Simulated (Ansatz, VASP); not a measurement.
**Rh in VASP and in Ansatz**

```xyz
3
Lattice="4.3025 0.0000 0.0000 -2.1512 3.7261 0.0000 0.0000 0.0000 2.6359" Properties=species:S:1:pos:R:3 pbc="T T T"
Rh    0.0000    0.0000    0.0000
Rh    0.0000    2.4840    1.3179
Rh    2.1512    1.2420    1.3179
```

Alike in both runs: functional r2SCAN; k mesh 12 × 12 × 18; occupations gaussian, width 0.1 eV; no spin polarisation.

Ansatz relaxed the structure, and its values are those at the end. VASP's run is a single point on that final structure, the one shown.

```csv
,VASP,Ansatz
version,VASP 6.6.1,Ansatz 0.2.0
potentials or method,"VASP PAW PBE potentials, release 64 (Rh_sv_GW), cutoff 580 eV","scalar-relativistic, plane waves, PAW"
valence electrons in the cell,51,51
```

```csv
,VASP,Ansatz,Ansatz less VASP
gap on the k mesh at the Fermi level (eV),none,none,-
pressure (GPa),-1.4,0.0,+1.43
```

VASP's potentials were made for PBE, not for r2SCAN. A gap of «none» marks a metal or a gap that the smearing closes. The functional is the same, so the differences come from potentials, cutoffs and numerics.
